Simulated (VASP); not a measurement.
# KBr (Pm-3m) in VASP: settings compared, part 2 of 2

VASP 6.6.1. The steps go on from the part before.

## (4) Single point, PBE-based screened hybrid

File POSCAR:

```
KBr
1.0
    3.9762553130      0.0000000000      0.0000000000
    0.0000000000      3.9762553130      0.0000000000
    0.0000000000      0.0000000000      3.9762553130
K Br
1 1
Direct
    0.0000000000      0.0000000000      0.0000000000
    0.5000000000      0.5000000000      0.5000000000
```

File INCAR.step1:

```
PREC = Accurate ; ENCUT = 520
EDIFF = 1E-5 ; ISMEAR = 0
SIGMA = 0.01 ; LREAL = F
LASPH = T ; NELM = 100
ALGO = Normal ; ISIF = 2
LWAVE = T ; LCHARG = F
NBANDS = 15 ; GGA = PE
```

File INCAR.step2:

```
PREC = Accurate ; ENCUT = 520
EDIFF = 1E-7 ; ISMEAR = 0
SIGMA = 0.01 ; LREAL = F
LASPH = T ; NELM = 100
ALGO = Normal ; ISIF = 2
LWAVE = F ; LCHARG = F
GGA = PE ; LHFCALC = T
AEXX = 0.5 ; HFSCREEN = 0.3
PRECFOCK = Normal ; NBANDS = 15
ISTART = 1
```

File KPOINTS:

```
Automatic mesh
0
Gamma
  4 4 4
```

Potentials or basis: VASP PAW PBE potentials, release 64 (K_sv, Br).

Launch:

```bash
$ cat potpaw_PBE.64/K_sv/POTCAR potpaw_PBE.64/Br/POTCAR > POTCAR
$ cp INCAR.step1 INCAR
$ mpirun -np 1 vasp_std > vasp.out
$ cp INCAR.step2 INCAR
$ mpirun -np 1 vasp_std > vasp.out
```

OUTCAR:

```text
PREC = Accurate
   ENCUT = 520
   EDIFF = 1E-7
   ISMEAR = 0
   LREAL = F
   LASPH = T
   NELM = 100
   ISIF = 2
   GGA = PE
   LHFCALC = T
   AEXX = 0.5
   HFSCREEN = 0.3
   PRECFOCK = Normal
   ISTART = 1

 ion  position               nearest neighbor table
   1  0.000  0.000  0.000-
   2  0.500  0.500  0.500-

  LATTYP: Found a simple cubic cell.
 ALAT       =     3.9762553130

  Lattice vectors:

 A1 = (   3.9762553130,   0.0000000000,   0.0000000000)
 A2 = (   0.0000000000,   3.9762553130,   0.0000000000)
 A3 = (   0.0000000000,   0.0000000000,   3.9762553130)

Analysis of symmetry for initial positions (statically):
=====================================================================
 Subroutine PRICEL returns:
 Original cell was already a primitive cell.

 Routine SETGRP: Setting up the symmetry group for a
 simple cubic supercell.

 Subroutine GETGRP returns: Found 48 space group operations
 (whereof 48 operations were pure point group operations)
 out of a pool of 48 trial point group operations.

The static configuration has the point symmetry O_h .

Analysis of symmetry for dynamics (positions and initial velocities):
=====================================================================
 Subroutine PRICEL returns:
 Original cell was already a primitive cell.

 Routine SETGRP: Setting up the symmetry group for a
 simple cubic supercell.

 Subroutine GETGRP returns: Found 48 space group operations
 (whereof 48 operations were pure point group operations)
 out of a pool of 48 trial point group operations.

The dynamic configuration has the point symmetry O_h .

 Subroutine INISYM returns: Found 48 space group operations
 (whereof 48 operations are pure point group operations),
 and found     1 'primitive' translations

----------------------------------------------------------------------------------------

                                     Primitive cell

  volume of cell :      62.8670

  direct lattice vectors                    reciprocal lattice vectors
     3.976255313  0.000000000  0.000000000     0.251492905  0.000000000  0.000000000
     0.000000000  3.976255313  0.000000000     0.000000000  0.251492905  0.000000000
     0.000000000  0.000000000  3.976255313     0.000000000  0.000000000  0.251492905

  length of vectors
     3.976255313  3.976255313  3.976255313     0.251492905  0.251492905  0.251492905

  position of ions in fractional coordinates (direct lattice)
     0.000000000  0.000000000  0.000000000
     0.500000000  0.500000000  0.500000000

  ion indices of the primitive-cell ions
   primitive index   ion index
                 1           1
                 2           2

----------------------------------------------------------------------------------------

 KPOINTS: Automatic mesh

Automatic generation of k-mesh.
 Grid dimensions read from file:
 generate k-points for:    4    4    4

 Generating k-lattice:

  Cartesian coordinates                     Fractional coordinates (reciprocal lattice)
[... 31 lines left out ...]
   dimension x,y,z NGXF=    60 NGYF=   60 NGZF=   60
   ions per type =               1   1
   NGX,Y,Z   is equivalent  to a cutoff of  12.54, 12.54, 12.54 a.u.
   NGXF,Y,Z  is equivalent  to a cutoff of  25.09, 25.09, 25.09 a.u.
 SYSTEM =  unknown system
   PREC   = accura    normal or accurate (medium, high low for compatibility)
   ISTART =      1    job   : 0-new  1-cont  2-samecut
   ICHARG =      0    charge: 1-file 2-atom 10-const
   ISPIN  =      1    spin polarized calculation?
   LNONCOLLINEAR =      F non collinear calculations
   LSORBIT =      F    spin-orbit coupling
   LASPH  =      T    aspherical Exc in radial PAW
   ENCUT  =  520.0 eV  38.22 Ry    6.18 a.u.   7.39  7.39  7.39*2*pi/ulx,y,z
   NELM   =    100;   NELMIN=  2; NELMDL=  0     # of ELM steps
   EDIFF  = 0.1E-06   stopping-criterion for ELM
   LREAL  =      F    real-space projection
   EDIFFG = 0.1E-05   stopping-criterion for IOM
   NSW    =      0    number of steps for IOM
   IBRION =     -1    ionic relax: 0-MD 1-quasi-New 2-CG
   NFREE  =      0    steps in history (QN), initial steepest desc. (CG)
   ISIF   =      2    stress and relaxation
   ISYM   =      3    0-nonsym 1-usesym 2-fastsym
   POTIM  = 0.5000    time-step for ionic-motion
   TEBEG  =    0.0;   TEEND  =   0.0 temperature during run
   PSTRESS=    0.0 pullay stress
   NELECT =      16.0000    total number of electrons
   NUPDOWN=      -1.0000    fix difference up-down
   EMIN   =  10.00;   EMAX   =-10.00  energy-range for DOS
   EFERMI =   0.00;   METHOD = LEGACY
   ISMEAR =     0;   SIGMA  =   0.01  broadening in eV -4-tet -1-fermi 0-gaus
   EFERMI_NEDOS =   21; number of points for ismear=-14 and -15
   IALGO  =     38    algorithm
   IMIX   =      1    mixing-type and parameters
     AMIX     =   0.40;   BMIX     =  1.00
     AMIX_MAG =   1.60;   BMIX_MAG =  1.00
  volume/ion in A,a.u.               =      31.43       212.12
  Fermi-wavevector in a.u.,A,eV,Ry     =   1.037466  1.960527 14.644438  1.076336
  Thomas-Fermi vector in A             =   2.171905
   LORBIT       =      0    0 simple, 1 ext, 2 COOP (PROOUT), +10 PAW based schemes
   GGA     = PE    functional components
   LHFCALC =     T    Hartree Fock is set to
   PRECFOCK=normal    Normal, Fast or Accurate (Low or Medium for compatibility)
   ENCUT4O =  -1.0   cutoff for four orbital integrals eV
   NKREDX  =     1    reduce k-point grid by
   NKREDY  =     1    reduce k-point grid by
   NKREDZ  =     1    reduce k-point grid by
   AEXX    =    0.5000 exact exchange contribution
   HFSCREEN=    0.3000 screening length (either q_TF or 0.3 A-1)
   HFSCREENC=   0.3000 screening length for correlation (either q_TF or 0.3 A-1)
   ENCUTFOCK=  -1.0 apply spherical cutoff to Coloumb kernel
   IVDW    =     0    specifies the selected vdW correction
   LEPSILON=     F    determine dielectric tensor
   LRPA    =     F    only Hartree local field effects (RPA)
 non-spin polarized calculation
 Gauss-broadening in eV      SIGMA  =   0.01
  energy-cutoff  :      520.00
  volume of cell :       62.87
 maximum number of plane-waves:      1743
 NGX is ok and might be reduce to    30
  NGX = 24; NGY = 24; NGZ = 24

 number of electron      15.9999996 magnetization

 Free energy of the ion-electron system (eV)
  ---------------------------------------------------
  ext. energy  EPLUGINS =         0.00000000
  ---------------------------------------------------
  free energy    TOTEN  =        -7.68597784 eV

  energy without entropy =       -7.68597784  energy(sigma->0) =       -7.68597784

 E-fermi :  -1.8568     XC(G=0):  -5.6754

 val. band max:       -1.9209985683   @ k =   0.5000   0.5000   0.0000
 cond. band min:       4.0273240670   @ k =   0.0000   0.0000   0.0000
 fundamental gap:      5.9483226353
 Fermi energy:        -1.8567638866

 k-point     1 :       0.0000    0.0000    0.0000
  band No.  band energies     occupation
      1     -34.8564      2.00000
      2     -16.8433      2.00000
      3     -15.6032      2.00000
      4     -15.6032      2.00000
      5     -15.6032      2.00000
      6      -2.2312      2.00000
      7      -2.2312      2.00000
      8      -2.2312      2.00000
      9       4.0273      0.00000
     10       5.9073      0.00000
     11       5.9073      0.00000
     12      10.6379      0.00000
     13      10.6379      0.00000
     14      10.6379      0.00000
[... 149 lines left out ...]
      2     -16.3269      2.00000
      3     -15.7255      2.00000
      4     -15.7255      2.00000
      5     -15.7255      2.00000
      6      -3.6223      2.00000
      7      -3.6223      2.00000
      8      -3.6223      2.00000
      9       7.5240      0.00000
     10       7.5240      0.00000
     11       7.5240      0.00000
     12      10.4200      0.00000
     13      10.4200      0.00000
     14      10.4200      0.00000
     15      12.6438      0.00000

------------------------ aborting loop because EDIFF is reached ----------------------------------------

  FORCE on cell =-STRESS in cart. coord.  units (eV):
  Direction    XX          YY          ZZ          XY          YZ          ZX
  --------------------------------------------------------------------------------------
  -------------------------------------------------------------------------------------
  Total        0.0606625      0.0606625      0.0606625      0.0000000     -0.0000000      0.0000000
  in kB        1.5459945      1.5459945      1.5459945      0.0000000     -0.0000000      0.0000000
  external PRESSURE =       1.5459945 kB  Pullay stress =       0.0000000 kB

 VOLUME and BASIS-vectors are now :
 -----------------------------------------------------------------------------
  energy-cutoff  :      520.00
  volume of cell :       62.87
      direct lattice vectors                 reciprocal lattice vectors
     3.976255313  0.000000000  0.000000000     0.251492905  0.000000000  0.000000000
     0.000000000  3.976255313  0.000000000     0.000000000  0.251492905  0.000000000
     0.000000000  0.000000000  3.976255313     0.000000000  0.000000000  0.251492905

 POSITION                                       TOTAL-FORCE (eV/Angst)
 -----------------------------------------------------------------------------------
      0.00000      0.00000      0.00000         0.000000      0.000000      0.000000
      1.98813      1.98813      1.98813         0.000000      0.000000      0.000000
 -----------------------------------------------------------------------------------
    total drift:                               -0.000000     -0.000000     -0.000000

  FREE ENERGIE OF THE ION-ELECTRON SYSTEM (eV)
  ---------------------------------------------------
  free  energy   TOTEN  =        -7.6859778355 eV

  energy  without entropy=       -7.6859778355  energy(sigma->0) =       -7.68597784
```

OUTCAR.step1:

```text
PREC = Accurate
   ENCUT = 520
   EDIFF = 1E-5
   ISMEAR = 0
   LREAL = F
   LASPH = T
[... 384 lines left out ...]
 -----------------------------------------------------------------------------------
      0.00000      0.00000      0.00000         0.000000      0.000000      0.000000
      1.98813      1.98813      1.98813         0.000000      0.000000      0.000000
 -----------------------------------------------------------------------------------
    total drift:                                0.000000      0.000000     -0.000000

  FREE ENERGIE OF THE ION-ELECTRON SYSTEM (eV)
  ---------------------------------------------------
  free  energy   TOTEN  =        -6.0651213619 eV

  energy  without entropy=       -6.0651213619  energy(sigma->0) =       -6.06512136
```

Run time: 4.3 min. Hardware: 1 thread of Intel Xeon 6975P-C (Granite Rapids), shared host; peak memory 0.27 GiB.

What came out:

| Quantity | Value |
| --- | --- |
| Free energy | -7.6860 eV |
| Pressure | 0.2 GPa |
| Band gap on the k mesh | 5.95 eV, indirect (least direct gap 6.26 eV) |

Levels at points of the mesh, in eV from the valence-band top:
```tsv
k point	band 6	band 7	band 8	band 9	band 10	band 11
(0.00, 0.00, 0.00)	-0.31	-0.31	-0.31	5.95	7.83	7.83
(0.50, 0.00, 0.00)	-2.27	-0.27	-0.27	8.66	9.53	10.17
(0.50, 0.50, 0.00)	-1.66	-1.66	0.00	7.17	8.72	10.48
(0.50, 0.50, 0.50)	-1.70	-1.70	-1.70	9.45	9.45	9.45
```

Caveat: the PAW data sets were made with another functional, which shifts forces and pressure a little.

## (5) Single point, PBE-based screened hybrid

POSCAR is that of step 4.

File INCAR.step1:

```
SYSTEM = KBr
PREC     = Accurate       ! precision mode
ENCUT    = 520            ! plane-wave cutoff, eV
EDIFF    = 1E-5           ! SCF threshold, eV
ISMEAR   = 0              ! smearing method
SIGMA    = 0.01           ! smearing width, eV
LREAL    = .False.        ! projectors in reciprocal space
LASPH    = .True.         ! aspherical terms in the spheres
NELM     = 60             ! most SCF steps
ALGO     = Normal         ! electronic algorithm
ISIF     = 2              ! what is computed and relaxed
LWAVE    = .True.         ! write WAVECAR
LCHARG   = .False.        ! write CHGCAR
GGA      = PE             ! functional
NBANDS   = 15             ! bands
```

File INCAR.step2:

```
SYSTEM = KBr
PREC     = Accurate       ! precision mode
ENCUT    = 520            ! plane-wave cutoff, eV
EDIFF    = 1E-6           ! SCF threshold, eV
ISMEAR   = 0              ! smearing method
SIGMA    = 0.01           ! smearing width, eV
LREAL    = .False.        ! projectors in reciprocal space
LASPH    = .True.         ! aspherical terms in the spheres
NELM     = 60             ! most SCF steps
ALGO     = Normal         ! electronic algorithm
ISIF     = 2              ! what is computed and relaxed
LWAVE    = .False.        ! write WAVECAR
LCHARG   = .False.        ! write CHGCAR
GGA      = PE             ! functional
LHFCALC  = .True.         ! exact exchange
AEXX     = 0.35           ! exact-exchange fraction
HFSCREEN = 0.1            ! screening, 1/A
PRECFOCK = Normal       
ISTART   = 1            
NBANDS   = 15             ! bands
```

File KPOINTS:

```
Automatic mesh
0
Gamma
  4 4 4
  0 0 0
```

Launch:

```bash
$ cat potpaw_PBE.64/K_sv/POTCAR potpaw_PBE.64/Br/POTCAR > POTCAR
$ cp INCAR.step1 INCAR
$ mpirun -np 1 vasp_std > vasp.out
$ cp INCAR.step2 INCAR
$ mpirun -np 1 vasp_std > vasp.out
```

Wall time 3.9 min (1 thread of Intel Xeon 6975P-C (Granite Rapids), shared host); peak memory 0.27 GiB.

The run converged. Its results:

- Free energy: -7.7714 eV
- Pressure: 0.3 GPa
- Band gap on the k mesh: 6.16 eV, indirect (least direct gap 6.47 eV)

Levels at points of the mesh, in eV from the valence-band top:
| k point | band 4 | band 5 | band 6 | band 7 | band 8 | band 9 | band 10 | band 11 | band 12 | band 13 |
| --- | --- | --- | --- | --- | --- | --- | --- | --- | --- | --- |
| (0.00, 0.00, 0.00) | -13.29 | -13.29 | -0.31 | -0.31 | -0.31 | 6.16 | 8.06 | 8.06 | 12.66 | 12.66 |
| (0.50, 0.00, 0.00) | -13.26 | -13.07 | -2.30 | -0.28 | -0.28 | 8.89 | 9.70 | 10.38 | 11.16 | 12.73 |
| (0.50, 0.50, 0.00) | -13.46 | -13.24 | -1.66 | -1.66 | 0.00 | 7.41 | 8.93 | 10.66 | 10.66 | 13.06 |
| (0.50, 0.50, 0.50) | -13.41 | -13.41 | -1.71 | -1.71 | -1.71 | 9.70 | 9.70 | 9.70 | 12.45 | 12.45 |

Caveat: the PAW data sets were made with another functional, which shifts forces and pressure a little.

## (6) Overview

```tsv
level	screening parameter	share of exact exchange	gap on the mesh (eV)	pressure (GPa)
HSE06	0.2079 1/Å	-	5.19	0.5
PBE0	-	-	5.91	0.4
PBE-based screened hybrid	0.3 1/Å	0.5	5.95	0.2
PBE-based screened hybrid	0.1 1/Å	0.35	6.16	0.3
```

Alike in all rows: task single point; potentials or basis VASP PAW PBE potentials, release 64 (K_sv, Br); no spin polarisation; cell as given; k mesh 4 × 4 × 4; cutoff (eV) 520; smearing gaussian 0.01 eV.

On the cell as given the gap runs from 5.19 eV (HSE06) to 6.16 eV (PBE-based screened hybrid). The pressure there spans 0.2 GPa (PBE-based screened hybrid) to 0.5 GPa (HSE06); a positive pressure means that this level wants a larger cell, a negative one a smaller.

Caveats: the PAW data sets were made with another functional, which shifts forces and pressure a little.

Total energies depend on the potentials used, so only differences within one code and one set of settings carry meaning.
